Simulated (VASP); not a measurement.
# Zn (Im-3m) in VASP: vibrations by perturbation theory with pbe exchange, lyp correlation

Aim: the vibrations by perturbation theory of Zn with pbe exchange, lyp correlation.

Everything below comes from runs of VASP 6.6.1. Logs are shortened: lines on timing, memory, paths and dates and some standing lists are left out, and cuts for length are marked.

## Step 1: The cell of the first run

Symmetry: Im-3m, No. 229, cubic system. Conventional cell: a = 3.138 Å, b = 3.138 Å, c = 3.138 Å, α = 90.00°, β = 90.00°, γ = 90.00°. Within 3.6 Å of Zn (site symmetry m-3m) lie 14 Zn at 2.72 to 3.14 Å.

This isn't the form of Zn at room conditions, which is hcp.

## Step 2: Vibrations by perturbation theory, pbe exchange, lyp correlation, collinear spin

INCAR reads:

```
SYSTEM = Zn
PREC = Accurate
ENCUT = 500
EDIFF = 1E-8
ISMEAR = 1
SIGMA = 0.15
LREAL = .FALSE.
LASPH = .TRUE.
NELM = 200
ALGO = Normal
ISIF = 2
LWAVE = .FALSE.
LCHARG = .FALSE.
ISPIN = 2
MAGMOM = 0.5
LORBIT = 11
GGA = LIBXC
LIBXC1 = GGA_X_PBE
LIBXC2 = GGA_C_LYP
IBRION = 8
NSW = 1
GGA_COMPAT = .FALSE.
```

KPOINTS reads:

```
Automatic mesh
0
G
  10 10 10
  0 0 0
```

POSCAR reads:

```
Zn
1.0
   -1.5690370000      1.5690370000      1.5690370000
    1.5690370000     -1.5690370000      1.5690370000
    1.5690370000      1.5690370000     -1.5690370000
Zn
1
Direct
    0.0000000000      0.0000000000      0.0000000000
```

Potentials or basis: VASP PAW PBE potentials, release 64 (Zn).

The run is started by

```
$ cat potpaw_PBE.64/Zn/POTCAR > POTCAR
$ mpirun -np 1 vasp_std > vasp.out
```

OUTCAR:

```text
SYSTEM = Zn
   PREC = Accurate
   ENCUT = 500
   EDIFF = 1E-8
   ISMEAR = 1
   LREAL = .FALSE.
   LASPH = .TRUE.
   NELM = 200
   ISIF = 2
   ISPIN = 2
   LORBIT = 11
   GGA = LIBXC
   IBRION = 8
   NSW = 1

 ion  position               nearest neighbor table
   1  0.000  0.000  0.000-

  LATTYP: Found a body centered cubic cell.
 ALAT       =     3.1380740000

  Lattice vectors:

 A1 = (  -1.5690370000,   1.5690370000,   1.5690370000)
 A2 = (   1.5690370000,  -1.5690370000,   1.5690370000)
 A3 = (   1.5690370000,   1.5690370000,  -1.5690370000)

Analysis of symmetry for initial positions (statically):
=====================================================================
 Subroutine PRICEL returns:
 Original cell was already a primitive cell.

 Routine SETGRP: Setting up the symmetry group for a
 body centered cubic supercell.

 Subroutine GETGRP returns: Found 48 space group operations
 (whereof 48 operations were pure point group operations)
 out of a pool of 48 trial point group operations.

The static configuration has the point symmetry O_h .

Analysis of symmetry for dynamics (positions and initial velocities):
=====================================================================
 Subroutine PRICEL returns:
 Original cell was already a primitive cell.

 Routine SETGRP: Setting up the symmetry group for a
 body centered cubic supercell.

 Subroutine GETGRP returns: Found 48 space group operations
 (whereof 48 operations were pure point group operations)
 out of a pool of 48 trial point group operations.

The dynamic configuration has the point symmetry O_h .

Analysis of structural, dynamic, and magnetic symmetry:
=====================================================================
 Subroutine PRICEL returns:
 Original cell was already a primitive cell.

 Routine SETGRP: Setting up the symmetry group for a
 body centered cubic supercell.

 Subroutine GETGRP returns: Found 48 space group operations
 (whereof 48 operations were pure point group operations)
 out of a pool of 48 trial point group operations.

The overall configuration has the point symmetry O_h .

 Subroutine INISYM returns: Found 48 space group operations
 (whereof 48 operations are pure point group operations),
 and found     1 'primitive' translations

----------------------------------------------------------------------------------------

                                     Primitive cell

  volume of cell :      15.4511

  direct lattice vectors                    reciprocal lattice vectors
    -1.569037000  1.569037000  1.569037000     0.000000000  0.318666800  0.318666800
     1.569037000 -1.569037000  1.569037000     0.318666800  0.000000000  0.318666800
     1.569037000  1.569037000 -1.569037000     0.318666800  0.318666800  0.000000000

  length of vectors
     2.717651803  2.717651803  2.717651803     0.450662911  0.450662911  0.450662911

  position of ions in fractional coordinates (direct lattice)
     0.000000000  0.000000000  0.000000000

  ion indices of the primitive-cell ions
   primitive index   ion index
                 1           1

----------------------------------------------------------------------------------------

 KPOINTS: Automatic mesh

Automatic generation of k-mesh.
 Grid dimensions read from file:
 generate k-points for:   10   10   10

 Generating k-lattice:

  Cartesian coordinates                     Fractional coordinates (reciprocal lattice)
     0.000000000  0.031866680  0.031866680     0.100000000  0.000000000  0.000000000
     0.031866680  0.000000000  0.031866680     0.000000000  0.100000000  0.000000000
     0.031866680  0.031866680  0.000000000     0.000000000  0.000000000  0.100000000

  Length of vectors
     0.045066291  0.045066291  0.045066291

  Shift w.r.t. Gamma in fractional coordinates (k-lattice)
     0.000000000  0.000000000  0.000000000

 Subroutine IBZKPT returns following result:
 ===========================================

 Found     47 irreducible k-points:

 Following reciprocal coordinates:
            Coordinates               Weight
  0.000000  0.000000  0.000000      1.000000
  0.100000  0.000000  0.000000     12.000000
  0.200000  0.000000  0.000000     12.000000
  0.300000  0.000000  0.000000     12.000000
  0.400000  0.000000  0.000000     12.000000
  0.500000  0.000000  0.000000      6.000000
[... 16 lines left out ...]
  0.300000  0.300000  0.100000      8.000000
 -0.300000  0.300000  0.100000     24.000000
 [... further k-points ...]
[... 33 lines left out ...]
   ISMEAR =     1;   SIGMA  =   0.15  broadening in eV -4-tet -1-fermi 0-gaus
   EFERMI_NEDOS =   21; number of points for ismear=-14 and -15
   IALGO  =     38    algorithm
   IMIX   =      4    mixing-type and parameters
     AMIX     =   0.40;   BMIX     =  1.00
     AMIX_MAG =   1.60;   BMIX_MAG =  1.00
  volume/ion in A,a.u.               =      15.45       104.27
  Fermi-wavevector in a.u.,A,eV,Ry     =   1.504811  2.843681 30.809811  2.264457
  Thomas-Fermi vector in A             =   2.615742
   LORBIT       =     11    0 simple, 1 ext, 2 COOP (PROOUT), +10 PAW based schemes
   GGA     = LIBXC    functional components
   LHFCALC =     F    Hartree Fock is set to
   AEXX    =    0.0000 exact exchange contribution
   IVDW    =     0    specifies the selected vdW correction
   LEPSILON=     F    determine dielectric tensor
   LRPA    =     F    only Hartree local field effects (RPA)
 spin polarized calculation
 Methfessel and Paxton  Order N= 1 SIGMA  =   0.15
  energy-cutoff  :      500.00
  volume of cell :       15.45
 maximum number of plane-waves:       406
   NGX =  9   NGY =  9   NGZ =  9

--------------------------------------- Ionic step        1  -------------------------------------------

 number of electron      12.0000023 magnetization       0.0000111

 number of electron      12.0000023 magnetization      -0.0000012

 Free energy of the ion-electron system (eV)
  ---------------------------------------------------
  ext. energy  EPLUGINS =         0.00000000
  ---------------------------------------------------
  free energy    TOTEN  =        -0.34649280 eV

  energy without entropy =       -0.34488430  energy(sigma->0) =       -0.34595664

 E-fermi :   3.7396     XC(G=0): -10.9294

 val. band max:        3.5227080428   @ k =  -0.4000  -0.4000   0.1000
 cond. band min:       3.7574071749   @ k =  -0.4000   0.4000   0.4000
 fundamental gap:      0.2346991321
 Fermi energy:         3.7395930773

 spin component 1

 k-point     1 :       0.0000    0.0000    0.0000
  band No.  band energies     occupation
      1      -6.7291      1.00000
      2      -4.3238      1.00000
      3      -4.3238      1.00000
      4      -4.3237      1.00000
      5      -3.8274      1.00000
      6      -3.8274      1.00000
      7      22.1750      0.00000
      8      22.1750      0.00000
      9      22.1750      0.00000
     10      24.6211      0.00000
[... 287 lines left out ...]
 k-point    24 :      -0.3000    0.3000    0.1000
  band No.  band energies     occupation
      1      -4.7783      1.00000
      2      -4.4376      1.00000
      3      -4.0476      1.00000
      4      -3.9209      1.00000
      5      -3.8117      1.00000
      6      -2.9515      1.00000
      7       9.6534      0.00000
      8      14.7187      0.00000
      9      16.4122      0.00000
     10      21.1349      0.00000

 [... further k-points ...]

 spin component 2

 k-point     1 :       0.0000    0.0000    0.0000
  band No.  band energies     occupation
      1      -6.7291      1.00000
      2      -4.3237      1.00000
      3      -4.3237      1.00000
      4      -4.3237      1.00000
      5      -3.8274      1.00000
      6      -3.8274      1.00000
      7      22.1750      0.00000
      8      22.1750      0.00000
      9      22.1750      0.00000
     10      24.6211      0.00000
[... 287 lines left out ...]
 k-point    24 :      -0.3000    0.3000    0.1000
  band No.  band energies     occupation
      1      -4.7783      1.00000
      2      -4.4376      1.00000
      3      -4.0476      1.00000
      4      -3.9209      1.00000
      5      -3.8117      1.00000
      6      -2.9515      1.00000
      7       9.6534      0.00000
      8      14.7187      0.00000
      9      16.4122      0.00000
     10      21.1349      0.00000

 [... further k-points ...]

------------------------ aborting loop because EDIFF is reached ----------------------------------------

  FORCE on cell =-STRESS in cart. coord.  units (eV):
  Direction    XX          YY          ZZ          XY          YZ          ZX
  --------------------------------------------------------------------------------------
  -------------------------------------------------------------------------------------
  Total        0.5487507      0.5487507      0.5487507     -0.0000000     -0.0000000      0.0000000
  in kB       56.9018171     56.9018171     56.9018171     -0.0000000     -0.0000000      0.0000000
  external PRESSURE =      56.9018171 kB  Pullay stress =       0.0000000 kB

 VOLUME and BASIS-vectors are now :
 -----------------------------------------------------------------------------
  energy-cutoff  :      500.00
  volume of cell :       15.45
      direct lattice vectors                 reciprocal lattice vectors
    -1.569037000  1.569037000  1.569037000     0.000000000  0.318666800  0.318666800
     1.569037000 -1.569037000  1.569037000     0.318666800  0.000000000  0.318666800
     1.569037000  1.569037000 -1.569037000     0.318666800  0.318666800  0.000000000

 POSITION                                       TOTAL-FORCE (eV/Angst)
 -----------------------------------------------------------------------------------
      0.00000      0.00000      0.00000         0.000000      0.000000      0.000000
 -----------------------------------------------------------------------------------
    total drift:                                0.000000     -0.000000      0.000000

  FREE ENERGIE OF THE ION-ELECTRON SYSTEM (eV)
  ---------------------------------------------------
  free  energy   TOTEN  =        -0.3464928045 eV

  energy  without entropy=       -0.3448842977  energy(sigma->0) =       -0.34595664

[... ionic steps 2 to 3 ...]

--------------------------------------- Ionic step        4  -------------------------------------------

 Free energy of the ion-electron system (eV)
  ---------------------------------------------------
  ---------------------------------------------------
  free energy    TOTEN  =        -0.20179275 eV

  energy without entropy =       -0.20179275

------------------------ aborting loop because EDIFF is reached ----------------------------------------

 INTERNAL STRAIN TENSOR  FOR ION    1  DIRECTION 1   (eV/Angst):
 -----------------------------------------------------------------------------
     0.01764  0.00000  0.00000
    -0.00000 -0.01188  0.00000
    -0.00000  0.00000 -0.01188

 INTERNAL STRAIN TENSOR FOR ION    1 for displacements in x,y,z  (eV/Angst):
          X           Y           Z          XY          YZ          ZX
  --------------------------------------------------------------------------------
  x     0.00000     0.00000     0.00000     0.00000     0.00000     0.00000
  y     0.00000     0.00000     0.00000     0.00000     0.00000     0.00000
  z     0.00000     0.00000     0.00000     0.00000     0.00000     0.00000

 SECOND DERIVATIVES (NOT SYMMETRIZED)
 ------------------------------------
               1X          1Y          1Z
  1X    -0.134983    0.000000    0.000000
  1Y     0.000000   -0.134983   -0.000000
  1Z     0.000000   -0.000000   -0.134983

 Eigenvectors and eigenvalues of the dynamical matrix
 ----------------------------------------------------

   1 f  =    0.710287 THz     4.462868 2PiTHz   23.692640 cm-1     2.937512 meV
             X         Y         Z           dx          dy          dz
      0.000000  0.000000  0.000000     0.707107    0.707107    0.000000

   2 f  =    0.710287 THz     4.462868 2PiTHz   23.692640 cm-1     2.937512 meV
             X         Y         Z           dx          dy          dz
      0.000000  0.000000  0.000000     0.707107   -0.707107    0.000000

   3 f  =    0.710287 THz     4.462868 2PiTHz   23.692640 cm-1     2.937512 meV
             X         Y         Z           dx          dy          dz
      0.000000  0.000000  0.000000     0.000000    0.000000    1.000000

--------------------------------------------------------------------------------------------------------

 ELASTIC MODULI CONTR FROM IONIC RELAXATION (kBar)
 Direction    XX          YY          ZZ          XY          YZ          ZX
 --------------------------------------------------------------------------------
 XX           0.0000      0.0000      0.0000      0.0000      0.0000      0.0000
 YY           0.0000      0.0000      0.0000      0.0000      0.0000      0.0000
 ZZ           0.0000      0.0000      0.0000      0.0000      0.0000      0.0000
 XY           0.0000      0.0000      0.0000      0.0000      0.0000      0.0000
 YZ           0.0000      0.0000      0.0000      0.0000      0.0000      0.0000
 ZX           0.0000      0.0000      0.0000      0.0000      0.0000      0.0000
 --------------------------------------------------------------------------------

 total charge

# of ion       s       p       d       tot
------------------------------------------
    1        0.637   0.401   9.743  10.781

 magnetization (x)

# of ion       s       p       d       tot
------------------------------------------
    1       -0.000  -0.000  -0.000  -0.000
```

It took 40 s on 1 thread of Intel Xeon 8259CL, shared host; peak memory 0.18 GiB.

Results:

```yaml
Net_moment: 0.00 μB per cell
Valence_electrons_inside_the_program's_atomic_spheres: Zn 10.78
```

Caveat: the cell stands under pressure or tension, which shifts response properties; the PAW data sets were made with another functional, which shifts forces and pressure a little.
